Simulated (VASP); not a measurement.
# Pb (P-1) in VASP: a series of runs, part 2 of 2

VASP 6.6.1.

**3. Single point, PBEsol**

INCAR reads:

```
  PREC = Accurate
  ENCUT = 520
  EDIFF = 1E-7
  ISMEAR = -1
  SIGMA = 0.05
  LREAL = False
  LASPH = True
  NELM = 80
  ALGO = Normal
  ISIF = 2
  LWAVE = False
  LCHARG = False
  GGA = PS
  NBANDS = 13
```

KPOINTS reads:

```
Automatic mesh
0
Gamma
  5 5 5
```

POSCAR reads:

```
Pb
1.0
    0.0193336300      2.4628699300      2.4528113600
    2.5028571400     -0.0067465600      2.4788915500
    2.4813249000      2.4674178800      0.0147856800
Pb
1
Direct
    0.0000000000      0.0000000000      0.0000000000
```

Potentials or basis: VASP PAW PBE potentials, release 64 (Pb_d).

On the command line:

```console
cat potpaw_PBE.64/Pb_d/POTCAR > POTCAR
mpirun -np 1 vasp_std > vasp.out
```

OUTCAR:

```text
PREC = Accurate
   ENCUT = 520
   EDIFF = 1E-7
   ISMEAR = -1
   LREAL = False
   LASPH = True
   NELM = 80
   ISIF = 2
   GGA = PS

 ion  position               nearest neighbor table
   1  0.000  0.000  0.000-

  LATTYP: Found a triclinic cell.
 ALAT       =     6.0759608958
 B/A-ratio  =     0.5747170059
 C/A-ratio  =     0.5720860747
 COS(alpha) =     0.0040486270
 COS(beta)  =     0.2850159522
 COS(gamma) =     0.8682541366

  Lattice vectors:

 A1 = (   2.5050557500,  -4.9437809300,   2.4901860600)
 A2 = (   0.0215322400,  -2.4741644400,   2.4641058700)
 A3 = (  -0.0193336300,  -2.4628699300,  -2.4528113600)

Analysis of symmetry for initial positions (statically):
=====================================================================
 Subroutine PRICEL returns:
 Original cell was already a primitive cell.

 Routine SETGRP: Setting up the symmetry group for a
 triclinic supercell.

 Subroutine GETGRP returns: Found  2 space group operations
 (whereof  2 operations were pure point group operations)
 out of a pool of  2 trial point group operations.

The static configuration has the point symmetry S_2 .

Analysis of symmetry for dynamics (positions and initial velocities):
=====================================================================
 Subroutine PRICEL returns:
 Original cell was already a primitive cell.

 Routine SETGRP: Setting up the symmetry group for a
 triclinic supercell.

 Subroutine GETGRP returns: Found  2 space group operations
 (whereof  2 operations were pure point group operations)
 out of a pool of  2 trial point group operations.

The dynamic configuration has the point symmetry S_2 .

 Subroutine INISYM returns: Found  2 space group operations
 (whereof  2 operations are pure point group operations),
 and found     1 'primitive' translations

[... 108 lines left out ...]
   EFERMI_NEDOS =   21; number of points for ismear=-14 and -15
   IALGO  =     38    algorithm
   IMIX   =      4    mixing-type and parameters
     AMIX     =   0.40;   BMIX     =  1.00
     AMIX_MAG =   1.60;   BMIX_MAG =  1.00
  volume/ion in A,a.u.               =      30.13       203.32
  Fermi-wavevector in a.u.,A,eV,Ry     =   1.268021  2.396213 21.876505  1.607878
  Thomas-Fermi vector in A             =   2.401138
   LORBIT       =      0    0 simple, 1 ext, 2 COOP (PROOUT), +10 PAW based schemes
   GGA     = PS    functional components
   LHFCALC =     F    Hartree Fock is set to
   AEXX    =    0.0000 exact exchange contribution
   IVDW    =     0    specifies the selected vdW correction
   LEPSILON=     F    determine dielectric tensor
   LRPA    =     F    only Hartree local field effects (RPA)
 non-spin polarized calculation
  energy-cutoff  :      520.00
  volume of cell :       30.13
 maximum number of plane-waves:       849
 NGX is ok and might be reduce to    28
   NGX = 13   NGY = 13   NGZ = 13

 number of electron      13.9999999 magnetization

 Free energy of the ion-electron system (eV)
  ---------------------------------------------------
  ext. energy  EPLUGINS =         0.00000000
  ---------------------------------------------------
  free energy    TOTEN  =        -3.97096690 eV

  energy without entropy =       -3.95895981  energy(sigma->0) =       -3.96496335

 E-fermi :   6.8700     XC(G=0): -10.3743

 val. band max:        6.8540252253   @ k =  -0.4000  -0.2000   0.4000
 cond. band min:       6.8771222676   @ k =  -0.2000   0.4000   0.2000
 fundamental gap:      0.0230970423
 Fermi energy:         6.8700376806

 k-point     1 :       0.0000    0.0000    0.0000
  band No.  band energies     occupation
      1      -9.8474      2.00000
      2      -9.8342      2.00000
      3      -9.8204      2.00000
      4      -9.6901      2.00000
      5      -9.6878      2.00000
      6      -4.6442      2.00000
      7      14.4309      0.00000
      8      14.6237      0.00000
      9      14.8231      0.00000
     10      16.9604      0.00000
     11      18.5217      0.00000
     12      19.4970      0.00000
     13      19.7402      0.00000
[... 354 lines left out ...]
  band No.  band energies     occupation
      1      -9.9011      2.00000
      2      -9.7952      2.00000
      3      -9.7117      2.00000
      4      -9.6557      2.00000
      5      -9.5657      2.00000
      6      -1.9458      2.00000
      7       6.0433      2.00000
      8      10.0690      0.00000
      9      11.1184      0.00000
     10      14.5546      0.00000
     11      17.9888      0.00000
     12      21.5119      0.00000
     13      22.0339      0.00000

 [... further k-points ...]
[... 5 lines left out ...]
  --------------------------------------------------------------------------------------
  -------------------------------------------------------------------------------------
  Total       -0.0422833     -0.1453273     -0.2332009      0.0055379      0.0289911     -0.1127728
  in kB       -2.2485688     -7.7283153    -12.4013197      0.2944963      1.5417074     -5.9971067
  external PRESSURE =      -7.4594013 kB  Pullay stress =       0.0000000 kB

 VOLUME and BASIS-vectors are now :
 -----------------------------------------------------------------------------
  energy-cutoff  :      520.00
  volume of cell :       30.13
      direct lattice vectors                 reciprocal lattice vectors
     0.019333630  2.462869930  2.452811360    -0.203017904  0.202930537  0.205532950
     2.502857140 -0.006746560  2.478891550     0.199670019 -0.202001412  0.201255941
     2.481324900  2.467417880  0.014785680     0.203189651  0.202173159 -0.204603826

 POSITION                                       TOTAL-FORCE (eV/Angst)
 -----------------------------------------------------------------------------------
      0.00000      0.00000      0.00000         0.000000      0.000000     -0.000000
 -----------------------------------------------------------------------------------
    total drift:                               -0.000000     -0.000000     -0.000000

  FREE ENERGIE OF THE ION-ELECTRON SYSTEM (eV)
  ---------------------------------------------------
  free  energy   TOTEN  =        -3.9709668954 eV

  energy  without entropy=       -3.9589598112  energy(sigma->0) =       -3.96496335
```

Run time: 15 s. Hardware: 1 thread of Intel Xeon 6975P-C, shared host; peak memory 0.16 GiB.

What came out:

- Free energy: -3.9710 eV
- Pressure: -0.7 GPa
- Band gap on the k mesh: zero (band 7 reaches 14.43 eV, above the bottom of band 8 at 6.48 eV)

Stress tensor (GPa, compression positive):
```
-0.22  0.03 -0.60
 0.03 -0.77  0.15
-0.60  0.15 -1.24
```

Levels at points of the mesh, in eV from the Fermi level:
| k point | band 5 | band 6 | band 7 | band 8 | band 9 | band 10 |
| --- | --- | --- | --- | --- | --- | --- |
| (0.00, 0.00, 0.00) | -16.56 | -11.51 | 7.56 | 7.75 | 7.95 | 10.09 |

Caveat: the k points lie up to 0.44 Å⁻¹ apart; the PAW data sets were made with another functional, which shifts forces and pressure a little; spin-orbit coupling is left out, which moves the levels of the heavy elements.

**4. Single point, RPBE**

INCAR reads:

```
SYSTEM = Pb
ALGO = Normal
EDIFF = 1E-6
ENCUT = 520
GGA = RP
ISIF = 2
ISMEAR = -1
LASPH = .TRUE.
LCHARG = .TRUE.
LELF = .TRUE.
LREAL = .FALSE.
LVHAR = .TRUE.
LWAVE = .FALSE.
NBANDS = 13
NELM = 100
PREC = Accurate
SIGMA = 0.05
```

KPOINTS reads:

```
k-points
0
G
  5 5 5
  0 0 0
```

POSCAR is that of step 3.

On the command line:

```console
cat potpaw_PBE.64/Pb_d/POTCAR > POTCAR
mpirun -np 1 vasp_std > vasp.out
```

It took 18 s on 1 thread of Intel Xeon 6975P-C, shared host; peak memory 0.17 GiB.

It converged, with:

| Property | Result |
| --- | --- |
| Free energy | -3.1132 eV |
| Pressure | 3.8 GPa |
| Band gap on the k mesh | zero (band 7 reaches 14.77 eV, above the bottom of band 8 at 6.80 eV) |

Stress tensor (GPa, compression positive):
```
 4.33  0.03 -0.65
 0.03  3.78  0.17
-0.65  0.17  3.31
```

Levels at points of the mesh, in eV from the Fermi level:
| k point | band 3 | band 4 | band 5 | band 6 | band 7 | band 8 | band 9 | band 10 | band 11 | band 12 |
| --- | --- | --- | --- | --- | --- | --- | --- | --- | --- | --- |
| (0.00, 0.00, 0.00) | -16.85 | -16.73 | -16.73 | -11.50 | 7.58 | 7.78 | 7.98 | 10.04 | 11.63 | 12.60 |

Caveat: the k points lie up to 0.44 Å⁻¹ apart; the PAW data sets were made with another functional, which shifts forces and pressure a little; spin-orbit coupling is left out, which moves the levels of the heavy elements.

**5. Single point, revPBE**

INCAR reads:

```
  ALGO = Fast
  EDIFF = 1E-6
  ENCUT = 520
  GGA = RE
  ISIF = 2
  ISMEAR = -1
  LASPH = True
  LCHARG = False
  LREAL = False
  LWAVE = False
  NBANDS = 13
  NELM = 60
  PREC = Accurate
  SIGMA = 0.05
```

KPOINTS reads:

```
k-points
0
Gamma
  5 5 5
```

POSCAR is that of step 4.

On the command line:

```console
cat potpaw_PBE.64/Pb_d/POTCAR > POTCAR
mpirun -np 1 vasp_std > vasp.out
```

Run time: 22 s. Hardware: 1 thread of Intel Xeon 6975P-C, shared host; peak memory 0.17 GiB.

The run converged. Its results:

| Item | Value |
| --- | --- |
| Free energy | -3.1853 eV |
| Pressure | 3.4 GPa |
| Band gap on the k mesh | zero (band 7 reaches 14.73 eV, above the bottom of band 8 at 6.76 eV) |

Stress tensor (GPa, compression positive):
```
 3.89  0.03 -0.65
 0.03  3.34  0.17
-0.65  0.17  2.88
```

Levels at points of the mesh, in eV from the Fermi level:
```tsv
k point	band 4	band 5	band 6	band 7	band 8	band 9	band 10	band 11
(0.00, 0.00, 0.00)	-16.71	-16.71	-11.51	7.58	7.77	7.97	10.05	11.64
```

Caveat: the k points lie up to 0.44 Å⁻¹ apart; the PAW data sets were made with another functional, which shifts forces and pressure a little; spin-orbit coupling is left out, which moves the levels of the heavy elements.

**6. Summary**

```csv
level,gap on the mesh (eV),pressure (GPa)
PBE,none,2.2
PBEsol,none,-0.7
RPBE,none,3.8
revPBE,none,3.4
```

Alike in all rows: task single point; potentials or basis VASP PAW PBE potentials, release 64 (Pb_d); no spin polarisation; cell as given; k mesh 5 × 5 × 5; cutoff (eV) 520; smearing fermi-dirac 0.05 eV.

Caveats: all runs use coarse meshes; spin-orbit coupling is left out, which moves the levels of the heavy elements; the PAW data sets were made with another functional, which shifts forces and pressure a little (some runs).

Total energies depend on the potentials used, so only differences within one code and one set of settings carry meaning.
